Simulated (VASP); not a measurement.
# SrTiO3 (Pm-3m) in VASP: a series of runs

Runs on SrTiO3. Level: PBE. Tasks: single point.

Program: VASP 6.6.1. These are calculated values, not measurements. Logs are shortened: lines on timing, memory, paths and dates and some standing lists are left out, and cuts for length are marked.

## 1. The cell of the first run

It takes space group Pm-3m (No. 221, cubic). Conventional cell: a = 3.936 Å, b = 3.936 Å, c = 3.936 Å, α = 90.00°, β = 90.00°, γ = 90.00°. Sr (site symmetry m-3m) has 12 O at 2.78 Å and 8 Ti at 3.41 Å within 3.7 Å. Ti (site symmetry m-3m) has 6 O at 1.97 Å within 2.6 Å. Within 2.6 Å of O (site symmetry 4/mmm) lie 2 Ti at 1.97 Å.

## 2. Single point, PBE

INCAR

```
SYSTEM = SrTiO3
PREC     = Accurate       ! precision mode
ENCUT    = 520            ! plane-wave cutoff, eV
EDIFF    = 1E-7           ! SCF threshold, eV
ISMEAR   = 0              ! smearing method
SIGMA    = 0.02           ! smearing width, eV
LREAL    = .FALSE.        ! projectors in reciprocal space
LASPH    = .TRUE.         ! aspherical terms in the spheres
NELM     = 100            ! most SCF steps
ALGO     = Normal         ! electronic algorithm
ISIF     = 2              ! what is computed and relaxed
LWAVE    = .FALSE.        ! write WAVECAR
LCHARG   = .TRUE.         ! write CHGCAR
GGA      = PE             ! functional
LELF     = .TRUE.         ! ELF
LVHAR    = .TRUE.       
NBANDS   = 28             ! bands
```

KPOINTS

```
regular mesh
0
G
  8 8 8
  0 0 0
```

POSCAR

```
SrTiO3
1.0
    3.9364873115      0.0000000000      0.0000000000
    0.0000000000      3.9364873115      0.0000000000
    0.0000000000      0.0000000000      3.9364873115
Sr Ti O
1 1 3
Direct
    0.0000000000      0.0000000000      0.0000000000
    0.5000000000      0.5000000000      0.5000000000
    0.0000000000      0.5000000000      0.5000000000
    0.5000000000      0.0000000000      0.5000000000
    0.5000000000      0.5000000000      0.0000000000
```

Potentials or basis: VASP PAW PBE potentials, release 64 (Sr_sv, Ti_sv, O).

Run with:

```console
$ cat potpaw_PBE.64/Sr_sv/POTCAR potpaw_PBE.64/Ti_sv/POTCAR potpaw_PBE.64/O/POTCAR > POTCAR
$ mpirun -np 1 vasp_std > vasp.out
```

OUTCAR:

```text
SYSTEM = SrTiO3
   PREC = Accurate
   ENCUT = 520
   EDIFF = 1E-7
   ISMEAR = 0
   LREAL = .FALSE.
   LASPH = .TRUE.
   NELM = 100
   ISIF = 2
   GGA = PE

 ion  position               nearest neighbor table
   1  0.000  0.000  0.000-   3 2.78   4 2.78   5 2.78   3 2.78   4 2.78   3 2.78   5 2.78   3 2.78
                             4 2.78   5 2.78   4 2.78   5 2.78   2 3.41   2 3.41   2 3.41   2 3.41
   2  0.500  0.500  0.500-   3 1.97   4 1.97   5 1.97   5 1.97   4 1.97   3 1.97   1 3.41   1 3.41
                             1 3.41   1 3.41   1 3.41   1 3.41   1 3.41   1 3.41
   3  0.000  0.500  0.500-   2 1.97   2 1.97   1 2.78   1 2.78   1 2.78   1 2.78
   4  0.500  0.000  0.500-   2 1.97   2 1.97   1 2.78   1 2.78   1 2.78   1 2.78
   5  0.500  0.500  0.000-   2 1.97   2 1.97   1 2.78   1 2.78   1 2.78   1 2.78

  LATTYP: Found a simple cubic cell.
 ALAT       =     3.9364873115

  Lattice vectors:

 A1 = (   3.9364873115,   0.0000000000,   0.0000000000)
 A2 = (   0.0000000000,   3.9364873115,   0.0000000000)
 A3 = (   0.0000000000,   0.0000000000,   3.9364873115)

Analysis of symmetry for initial positions (statically):
=====================================================================
 Subroutine PRICEL returns:
 Original cell was already a primitive cell.

 Routine SETGRP: Setting up the symmetry group for a
 simple cubic supercell.

 Subroutine GETGRP returns: Found 48 space group operations
 (whereof 48 operations were pure point group operations)
 out of a pool of 48 trial point group operations.

The static configuration has the point symmetry O_h .

Analysis of symmetry for dynamics (positions and initial velocities):
=====================================================================
 Subroutine PRICEL returns:
 Original cell was already a primitive cell.

 Routine SETGRP: Setting up the symmetry group for a
 simple cubic supercell.

 Subroutine GETGRP returns: Found 48 space group operations
 (whereof 48 operations were pure point group operations)
 out of a pool of 48 trial point group operations.

The dynamic configuration has the point symmetry O_h .

 Subroutine INISYM returns: Found 48 space group operations
 (whereof 48 operations are pure point group operations),
 and found     1 'primitive' translations

----------------------------------------------------------------------------------------

                                     Primitive cell

  volume of cell :      60.9995

  direct lattice vectors                    reciprocal lattice vectors
     3.936487312  0.000000000  0.000000000     0.254033589  0.000000000  0.000000000
     0.000000000  3.936487312  0.000000000     0.000000000  0.254033589  0.000000000
     0.000000000  0.000000000  3.936487312     0.000000000  0.000000000  0.254033589

  length of vectors
     3.936487312  3.936487312  3.936487312     0.254033589  0.254033589  0.254033589

  position of ions in fractional coordinates (direct lattice)
     0.000000000  0.000000000  0.000000000
     0.500000000  0.500000000  0.500000000
     0.000000000  0.500000000  0.500000000
     0.500000000  0.000000000  0.500000000
     0.500000000  0.500000000  0.000000000

  ion indices of the primitive-cell ions
   primitive index   ion index
                 1           1
                 2           2
                 3           3
                 4           4
                 5           5

----------------------------------------------------------------------------------------

 KPOINTS: regular mesh

Automatic generation of k-mesh.
 Grid dimensions read from file:
 generate k-points for:    8    8    8

 Generating k-lattice:

  Cartesian coordinates                     Fractional coordinates (reciprocal lattice)
     0.031754199  0.000000000  0.000000000     0.125000000  0.000000000  0.000000000
     0.000000000  0.031754199  0.000000000     0.000000000  0.125000000  0.000000000
     0.000000000  0.000000000  0.031754199     0.000000000  0.000000000  0.125000000

  Length of vectors
     0.031754199  0.031754199  0.031754199

  Shift w.r.t. Gamma in fractional coordinates (k-lattice)
     0.000000000  0.000000000  0.000000000

 Subroutine IBZKPT returns following result:
 ===========================================

 Found     35 irreducible k-points:

 Following reciprocal coordinates:
            Coordinates               Weight
  0.000000  0.000000  0.000000      1.000000
  0.125000  0.000000  0.000000      6.000000
  0.250000  0.000000  0.000000      6.000000
  0.375000  0.000000  0.000000      6.000000
  0.500000  0.000000  0.000000      3.000000
  0.125000  0.125000  0.000000     12.000000
[... 16 lines left out ...]
  0.375000  0.375000  0.125000     24.000000
  0.500000  0.375000  0.125000     24.000000
 [... further k-points ...]
   k-points           NKPTS =     35   k-points in BZ     NKDIM =     35   number of bands    NBANDS=     28
   number of dos      NEDOS =    301   number of ions     NIONS =      5
   total plane-waves  NPLWV =  27000
   dimension x,y,z NGX =    30 NGY =   30 NGZ =   30
   dimension x,y,z NGXF=    60 NGYF=   60 NGZF=   60
   ions per type =               1   1   3
   NGX,Y,Z   is equivalent  to a cutoff of  12.67, 12.67, 12.67 a.u.
   NGXF,Y,Z  is equivalent  to a cutoff of  25.34, 25.34, 25.34 a.u.
 SYSTEM =  SrTiO3
   PREC   = accura    normal or accurate (medium, high low for compatibility)
   ISTART =      0    job   : 0-new  1-cont  2-samecut
   ICHARG =      2    charge: 1-file 2-atom 10-const
   ISPIN  =      1    spin polarized calculation?
   LNONCOLLINEAR =      F non collinear calculations
   LSORBIT =      F    spin-orbit coupling
   LASPH  =      T    aspherical Exc in radial PAW
   ENCUT  =  520.0 eV  38.22 Ry    6.18 a.u.   7.32  7.32  7.32*2*pi/ulx,y,z
   NELM   =    100;   NELMIN=  2; NELMDL= -5     # of ELM steps
   EDIFF  = 0.1E-06   stopping-criterion for ELM
   LREAL  =      F    real-space projection
   EDIFFG = 0.1E-05   stopping-criterion for IOM
   NSW    =      0    number of steps for IOM
   IBRION =     -1    ionic relax: 0-MD 1-quasi-New 2-CG
   NFREE  =      0    steps in history (QN), initial steepest desc. (CG)
   ISIF   =      2    stress and relaxation
   ISYM   =      2    0-nonsym 1-usesym 2-fastsym
   POTIM  = 0.5000    time-step for ionic-motion
   TEBEG  =    0.0;   TEEND  =   0.0 temperature during run
   PSTRESS=    0.0 pullay stress
   NELECT =      40.0000    total number of electrons
   NUPDOWN=      -1.0000    fix difference up-down
   EMIN   =  10.00;   EMAX   =-10.00  energy-range for DOS
   EFERMI =   0.00;   METHOD = LEGACY
   ISMEAR =     0;   SIGMA  =   0.02  broadening in eV -4-tet -1-fermi 0-gaus
   EFERMI_NEDOS =   21; number of points for ismear=-14 and -15
   IALGO  =     38    algorithm
   IMIX   =      4    mixing-type and parameters
     AMIX     =   0.40;   BMIX     =  1.00
     AMIX_MAG =   1.60;   BMIX_MAG =  1.00
  volume/ion in A,a.u.               =      12.20        82.33
  Fermi-wavevector in a.u.,A,eV,Ry     =   1.422283  2.687725 27.523069  2.022888
  Thomas-Fermi vector in A             =   2.543003
   LORBIT       =      0    0 simple, 1 ext, 2 COOP (PROOUT), +10 PAW based schemes
   GGA     = PE    functional components
   LHFCALC =     F    Hartree Fock is set to
   AEXX    =    0.0000 exact exchange contribution
   IVDW    =     0    specifies the selected vdW correction
   LEPSILON=     F    determine dielectric tensor
   LRPA    =     F    only Hartree local field effects (RPA)
 non-spin polarized calculation
 Gauss-broadening in eV      SIGMA  =   0.02
  energy-cutoff  :      520.00
  volume of cell :       61.00
 maximum number of plane-waves:      1671
 NGX is ok and might be reduce to    30
   NGX = 15   NGY = 15   NGZ = 15

 number of electron      39.9999990 magnetization

 Free energy of the ion-electron system (eV)
  ---------------------------------------------------
  ext. energy  EPLUGINS =         0.00000000
  ---------------------------------------------------
  free energy    TOTEN  =       -40.10327899 eV

  energy without entropy =      -40.10327899  energy(sigma->0) =      -40.10327899

 E-fermi :   4.1500     XC(G=0): -11.1441

 val. band max:        3.9700216414   @ k =   0.5000   0.5000   0.5000
 cond. band min:       5.7811554501   @ k =   0.0000   0.0000   0.0000
 fundamental gap:      1.8111338087
 Fermi energy:         4.1500343988

 k-point     1 :       0.0000    0.0000    0.0000
  band No.  band energies     occupation
      1     -52.5929      2.00000
      2     -28.8951      2.00000
      3     -28.8240      2.00000
      4     -28.8240      2.00000
      5     -28.8240      2.00000
      6     -13.3708      2.00000
[... 20 lines left out ...]
     27       9.3467      0.00000
     28       9.9704      0.00000

 k-point     2 :       0.1250    0.0000    0.0000
  band No.  band energies     occupation
      1     -52.5927      2.00000
      2     -28.9117      2.00000
      3     -28.8236      2.00000
      4     -28.8236      2.00000
      5     -28.8136      2.00000
      6     -13.3764      2.00000
[... 20 lines left out ...]
     27       9.6144      0.00000
     28      10.3387      0.00000

 k-point     3 :       0.2500    0.0000    0.0000
  band No.  band energies     occupation
      1     -52.5923      2.00000
      2     -28.9439      2.00000
      3     -28.8227      2.00000
      4     -28.8227      2.00000
      5     -28.7963      2.00000
      6     -13.4361      2.00000
[... 20 lines left out ...]
     27      10.2563      0.00000
     28      11.3487      0.00000

 k-point     4 :       0.3750    0.0000    0.0000
  band No.  band energies     occupation
      1     -52.5918      2.00000
      2     -28.9718      2.00000
      3     -28.8218      2.00000
      4     -28.8218      2.00000
      5     -28.7832      2.00000
      6     -13.5342      2.00000
[... 578 lines left out ...]
     27      11.9886      0.00000
     28      12.2481      0.00000

 k-point    23 :       0.3750    0.3750    0.1250
  band No.  band energies     occupation
      1     -52.5904      2.00000
      2     -28.9160      2.00000
      3     -28.8759      2.00000
      4     -28.8306      2.00000
      5     -28.8182      2.00000
      6     -12.9783      2.00000
[... 20 lines left out ...]
     27      12.0368      0.00000
     28      12.4827      0.00000

 k-point    24 :       0.5000    0.3750    0.1250
  band No.  band energies     occupation
      1     -52.5902      2.00000
      2     -28.9100      2.00000
      3     -28.8756      2.00000
      4     -28.8326      2.00000
      5     -28.8287      2.00000
      6     -12.8922      2.00000
[... 20 lines left out ...]
     27      12.0923      0.00000
     28      12.5833      0.00000

 [... further k-points ...]

------------------------ aborting loop because EDIFF is reached ----------------------------------------

  FORCE on cell =-STRESS in cart. coord.  units (eV):
  Direction    XX          YY          ZZ          XY          YZ          ZX
  --------------------------------------------------------------------------------------
  -------------------------------------------------------------------------------------
  Total        0.2305794      0.2305794      0.2305794     -0.0000000     -0.0000000     -0.0000000
  in kB        6.0562607      6.0562607      6.0562607     -0.0000000     -0.0000000     -0.0000000
  external PRESSURE =       6.0562607 kB  Pullay stress =       0.0000000 kB

 VOLUME and BASIS-vectors are now :
 -----------------------------------------------------------------------------
  energy-cutoff  :      520.00
  volume of cell :       61.00
      direct lattice vectors                 reciprocal lattice vectors
     3.936487312  0.000000000  0.000000000     0.254033589  0.000000000  0.000000000
     0.000000000  3.936487312  0.000000000     0.000000000  0.254033589  0.000000000
     0.000000000  0.000000000  3.936487312     0.000000000  0.000000000  0.254033589

 POSITION                                       TOTAL-FORCE (eV/Angst)
 -----------------------------------------------------------------------------------
      0.00000      0.00000      0.00000         0.000000      0.000000      0.000000
      1.96824      1.96824      1.96824         0.000000      0.000000      0.000000
      0.00000      1.96824      1.96824         0.000000      0.000000      0.000000
      1.96824      0.00000      1.96824         0.000000      0.000000      0.000000
      1.96824      1.96824      0.00000         0.000000      0.000000      0.000000
 -----------------------------------------------------------------------------------
    total drift:                                0.000000      0.000000     -0.000000

  FREE ENERGIE OF THE ION-ELECTRON SYSTEM (eV)
  ---------------------------------------------------
  free  energy   TOTEN  =       -40.1032789936 eV

  energy  without entropy=      -40.1032789936  energy(sigma->0) =      -40.10327899
```

It took 69 s on 1 thread of Intel Xeon Platinum 8488C (Sapphire Rapids), shared host; peak memory 0.21 GiB.

What came out:

```
Free energy            : -40.1033 eV
Pressure               : 0.6 GPa
Band gap on the k mesh : 1.81 eV, indirect (least direct gap 2.18 eV)
```

A k mesh can miss the band edges.

## 3. Single point, PBE (volume scaled by 1.03)

INCAR

```
PREC = Accurate
ENCUT = 520
EDIFF = 1E-7
ISMEAR = 0
SIGMA = 0.02
LREAL = F
LASPH = T
NELM = 60
ALGO = Normal
ISIF = 2
LWAVE = F
LCHARG = F
GGA = PE
NBANDS = 28
```

KPOINTS

```
Automatic mesh
0
Gamma
  8 8 8
```

POSCAR: that of step 2 with these lines changed.

```diff
@@ -2,5 +2,5 @@
 1.0
-    3.9364873115      0.0000000000      0.0000000000
-    0.0000000000      3.9364873115      0.0000000000
-    0.0000000000      0.0000000000      3.9364873115
+    3.9754649683      0.0000000000      0.0000000000
+    0.0000000000      3.9754649683      0.0000000000
+    0.0000000000      0.0000000000      3.9754649683
 Sr Ti O
```

Potentials or basis: VASP PAW PBE potentials, release 64 (Sr_sv, Ti_sv, O).

Run with:

```console
$ cat potpaw_PBE.64/Sr_sv/POTCAR potpaw_PBE.64/Ti_sv/POTCAR potpaw_PBE.64/O/POTCAR > POTCAR
$ mpirun -np 1 vasp_std > vasp.out
```

Wall time 61 s (1 thread of Intel Xeon Platinum 8488C (Sapphire Rapids), shared host); peak memory 0.21 GiB.

Results (log left out):

- Free energy: -40.0844 eV
- Pressure: -4.2 GPa
- Band gap on the k mesh: 1.75 eV, indirect (least direct gap 2.14 eV)

Levels at points of the mesh, in eV from the valence-band top:
```
           k point  band 16  band 17  band 18  band 19  band 20  band 21  band 22  band 23  band 24  band 25
(0.00, 0.00, 0.00)    -1.08    -1.08    -0.38    -0.38    -0.38     1.75     1.75     1.75     3.93     3.93
(0.50, 0.00, 0.00)    -2.22    -2.22    -1.83    -0.73    -0.73     1.90     3.51     3.51     3.94     5.98
(0.50, 0.50, 0.00)    -2.66    -1.75    -1.51    -1.51    -0.08     3.51     3.51     3.94     4.83     7.63
(0.50, 0.50, 0.50)    -3.58    -3.58     0.00     0.00     0.00     4.13     4.13     4.13     6.73     6.73
```

Caveat: the cell differs from its parent crystal (volume scaled by 1.03). A k mesh can miss the band edges.

## 4. Single point, PBE, collinear spin, ferromagnetic start

This run uses another cell than the first one, of 11.91 Å³/atom, 0.976 times its volume.

INCAR

```
SYSTEM = SrTiO3
ALGO = Normal
EDIFF = 1E-6
ENCUT = 520
GGA = PE
ISIF = 2
ISMEAR = 0
ISPIN = 2
LASPH = .TRUE.
LCHARG = .TRUE.
LELF = .TRUE.
LMAXMIX = 4
LORBIT = 11
LREAL = .FALSE.
LVHAR = .TRUE.
LWAVE = .FALSE.
MAGMOM = 0 1 0 0 0
NBANDS = 32
NELM = 150
PREC = Accurate
SIGMA = 0.1
```

KPOINTS

```
k-points
0
G
  4 4 4
  0 0 0
```

POSCAR: that of step 3 with these lines changed.

```diff
@@ -2,5 +2,5 @@
 1.0
-    3.9754649683      0.0000000000      0.0000000000
-    0.0000000000      3.9754649683      0.0000000000
-    0.0000000000      0.0000000000      3.9754649683
+    3.9049999700      0.0000000000      0.0000000000
+    0.0000000000      3.9049999700      0.0000000000
+    0.0000000000      0.0000000000      3.9049999700
 Sr Ti O
```

Run with:

```console
$ cat potpaw_PBE.64/Sr_sv/POTCAR potpaw_PBE.64/Ti_sv/POTCAR potpaw_PBE.64/O/POTCAR > POTCAR
$ mpirun -np 1 vasp_std > vasp.out
```

Wall time 49 s (1 thread of Intel Xeon Platinum 8488C (Sapphire Rapids), shared host); peak memory 0.2 GiB.

The run converged. Its results:

```yaml
Free_energy: -40.0583 eV
Pressure: 5.0 GPa
Band_gap_on_the_k_mesh: 1.84 eV, indirect (least direct gap 2.19 eV)
Net_moment: 0.00 μB per cell
Valence_electrons_inside_the_program's_atomic_spheres: Sr 8.00; Ti 10.31; O 5.06
```

Levels at points of the mesh, in eV from the valence-band top:
Spin up:
```tsv
k point	band 18	band 19	band 20	band 21	band 22	band 23
(0.00, 0.00, 0.00)	-0.36	-0.36	-0.36	1.84	1.84	1.84
(0.50, 0.00, 0.00)	-1.99	-0.73	-0.73	2.01	3.76	3.76
(0.50, 0.50, 0.00)	-1.57	-1.57	-0.09	3.77	3.77	4.22
(0.50, 0.50, 0.50)	0.00	0.00	0.00	4.44	4.44	4.44
```
Spin down:
```tsv
k point	band 16	band 17	band 18	band 19	band 20	band 21	band 22	band 23	band 24	band 25
(0.00, 0.00, 0.00)	-1.17	-1.17	-0.36	-0.36	-0.36	1.84	1.84	1.84	4.28	4.28
(0.50, 0.00, 0.00)	-2.36	-2.36	-1.99	-0.73	-0.73	2.01	3.76	3.76	4.30	6.50
(0.50, 0.50, 0.00)	-2.86	-1.72	-1.57	-1.57	-0.09	3.77	3.77	4.22	5.27	7.89
(0.50, 0.50, 0.50)	-3.74	-3.74	0.00	0.00	0.00	4.44	4.44	4.44	6.94	6.94
```

## 5. Single point, PBE (volume scaled by 1.06)

INCAR

```
  ALGO = Normal
  EDIFF = 1E-6
  ENCUT = 520
  GGA = PE
  ISIF = 2
  ISMEAR = 0
  LASPH = True
  LCHARG = True
  LELF = True
  LREAL = False
  LVHAR = True
  LWAVE = False
  NBANDS = 28
  NELM = 60
  PREC = Accurate
  SIGMA = 0.02
```

KPOINTS

```
k-points
0
Gamma
  8 8 8
```

POSCAR: that of step 4 with these lines changed.

```diff
@@ -2,5 +2,5 @@
 1.0
-    3.9049999700      0.0000000000      0.0000000000
-    0.0000000000      3.9049999700      0.0000000000
-    0.0000000000      0.0000000000      3.9049999700
+    4.0136929381      0.0000000000      0.0000000000
+    0.0000000000      4.0136929381      0.0000000000
+    0.0000000000      0.0000000000      4.0136929381
 Sr Ti O
```

Run with:

```console
$ cat potpaw_PBE.64/Sr_sv/POTCAR potpaw_PBE.64/Ti_sv/POTCAR potpaw_PBE.64/O/POTCAR > POTCAR
$ mpirun -np 1 vasp_std > vasp.out
```

Wall time 74 s (1 thread of Intel Xeon Platinum 8488C (Sapphire Rapids), shared host); peak memory 0.21 GiB.

It converged, with:

```
Free energy            : -40.0152 eV
Pressure               : -8.2 GPa
Band gap on the k mesh : 1.70 eV, indirect (least direct gap 2.09 eV)
```

Levels at points of the mesh, in eV from the valence-band top:
| k point | band 16 | band 17 | band 18 | band 19 | band 20 | band 21 | band 22 | band 23 | band 24 | band 25 |
| --- | --- | --- | --- | --- | --- | --- | --- | --- | --- | --- |
| (0.00, 0.00, 0.00) | -1.04 | -1.04 | -0.39 | -0.39 | -0.39 | 1.70 | 1.70 | 1.70 | 3.74 | 3.74 |
| (0.50, 0.00, 0.00) | -2.15 | -2.15 | -1.75 | -0.73 | -0.73 | 1.83 | 3.37 | 3.37 | 3.75 | 5.71 |
| (0.50, 0.50, 0.00) | -2.56 | -1.76 | -1.48 | -1.48 | -0.08 | 3.37 | 3.37 | 3.79 | 4.60 | 7.47 |
| (0.50, 0.50, 0.50) | -3.50 | -3.50 | 0.00 | 0.00 | 0.00 | 3.96 | 3.96 | 3.96 | 6.62 | 6.62 |

Caveat: the cell differs from its parent crystal (volume scaled by 1.06).

## 6. The runs side by side

| spin | cell | k mesh | smearing | gap on the mesh (eV) | pressure (GPa) |
| --- | --- | --- | --- | --- | --- |
| off | a = 3.936 Å, 5 atoms | 8 × 8 × 8 | gaussian 0.02 eV | 1.81 | 0.6 |
| off | a = 3.975 Å, 5 atoms | 8 × 8 × 8 | gaussian 0.02 eV | 1.75 | -4.2 |
| collinear, ferromagnetic start | a = 3.905 Å, 5 atoms | 4 × 4 × 4 | gaussian 0.1 eV | 1.84 | 5.0 |
| off | a = 4.014 Å, 5 atoms | 8 × 8 × 8 | gaussian 0.02 eV | 1.70 | -8.2 |

Alike in all rows: task single point; level PBE; potentials or basis VASP PAW PBE potentials, release 64 (Sr_sv, Ti_sv, O); cutoff (eV) 520.

Total energies depend on the potentials used, so only differences within one code and one set of settings carry meaning.
